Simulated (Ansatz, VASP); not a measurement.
## Two plane-wave programs on BN

```
B N
1.0
     0.00000   -1.81239   -1.81239
    -1.81239    0.00000   -1.81239
     1.81239    1.81239   -3.62479
B N
2 2
Direct
  0.97167 0.03534 0.00000
  0.52833 0.46466 0.50000
  0.34601 0.41116 0.87500
  0.90399 0.83884 0.37500
```

Change from the starting cell: mode 4 frozen in at -0.068 Å and mode 5 at +0.051 Å (largest displacements).

Alike in both runs: task single point; functional PBE; k mesh 6 × 6 × 6; occupations gaussian, width 0.05 eV; no spin polarisation.

```csv
,VASP,Ansatz
version,VASP 6.6.1,Ansatz 0.2.0
potentials or method,"VASP PAW PBE potentials, release 64 (B, N), cutoff 520 eV","scalar-relativistic, plane waves, PAW"
valence electrons in the cell,16,16
```

```csv
,VASP,Ansatz,Ansatz less VASP
gap on the k mesh at the Fermi level (eV),4.32,4.33,+0.010
least direct gap on the mesh (eV),6.27,6.28,+0.012
pressure (GPa),0.0,-0.2,-0.20
"traceless stress, the component that is largest in VASP (GPa)",1.53,1.53,+0.001
rms of the force components (eV/Å),0.521,0.521,+0.0004
```

Atom by atom the forces differ by 0.001 eV/Å (rms over components). With one functional, cell and mesh, what is left measures potentials, basis and numerics.

The k mesh is coarse, so the values compare programs but aren't converged.
